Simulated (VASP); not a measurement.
Crystal: TiH4.

```
Ti H
1.0
     0.00000    3.79700    3.79700
     3.79700    0.00000    3.79700
     3.79700    3.79700    0.00000
Ti H
2 8
Direct
  0.25000 0.25000 0.25000
  0.75000 0.75000 0.75000
  0.56725 0.56725 0.56725
  0.56725 0.56725 0.29825
  0.56725 0.29825 0.56725
  0.29825 0.56725 0.56725
  0.43275 0.43275 0.70175
  0.43275 0.43275 0.43275
  0.43275 0.70175 0.43275
  0.70175 0.43275 0.43275
```

The cell was generated, and may not be a known phase.

* Program: VASP 6.6.1
* Task: relaxation of cell and atoms
* Functional: PBE
* Potentials or basis: VASP PAW PBE potentials, release 64 (Ti_sv, H)
* Cutoff: 600 eV
* k mesh: 4 × 4 × 4
* Occupations: gaussian, width 0.1 eV
* Spin: no spin polarisation

At the start: pressure 0.6 GPa; volume 10.95 Å³/atom.

Task: Where does the relaxation end?

Result: Over 15 steps the energy falls by 734.2 meV/atom and the volume is 17.92 Å³/atom (+63.7 %); space group Fm-3m (No. 225, to 0.1 Å) before and after.

The path:
| step | energy change (eV) | largest force (eV/Å) | pressure (GPa) | volume (Å³) |
| --- | --- | --- | --- | --- |
| 1 | 0.0000 | 2.9819 | 0.60 | 109.48 |
| 2 | -2.4625 | 1.6291 | -7.45 | 110.13 |
| 3 | -4.6030 | 1.4575 | -10.82 | 110.89 |
| 4 | -6.7499 | 0.3537 | -1.21 | 112.41 |
| 5 | -6.7727 | 0.4791 | 6.23 | 112.91 |
| 6 | -6.8438 | 0.1146 | 2.20 | 112.63 |
| 7 | -6.8515 | 0.0458 | 3.54 | 112.72 |
| 8 | -6.9589 | 0.2421 | 0.94 | 120.20 |
| 9 | -6.9754 | 0.4039 | -0.38 | 124.88 |
| 10 | -7.0598 | 0.3617 | -0.21 | 129.69 |
| 11 | -7.2452 | 0.1253 | 0.34 | 144.89 |
| 12 | -7.2115 | 0.6293 | 2.51 | 178.74 |
| 13 | -7.2967 | 0.2509 | 1.54 | 160.90 |
| 14 | -7.3341 | 0.1015 | 0.58 | 171.68 |
| 15 | -7.3415 | 0.0067 | 0.03 | 179.18 |

Final structure:
```xyz
10
Lattice="0.0000 4.4746 4.4746 4.4746 0.0000 4.4746 4.4746 4.4746 0.0000" Properties=species:S:1:pos:R:3 pbc="T T T"
Ti    2.2373    2.2373    2.2373
Ti    6.7119    6.7119    6.7119
H     5.7236    5.7236    5.7236
H     3.2256    3.2256    5.7236
H     3.2256    5.7236    3.2256
H     5.7236    3.2256    3.2256
H     5.7236    5.7236    3.2256
H     3.2256    3.2256    3.2256
H     5.7236    3.2256    5.7236
H     3.2256    5.7236    5.7236
```

Caveat: the volume moved by over 15 % at a fixed basis, so the end points are rough.
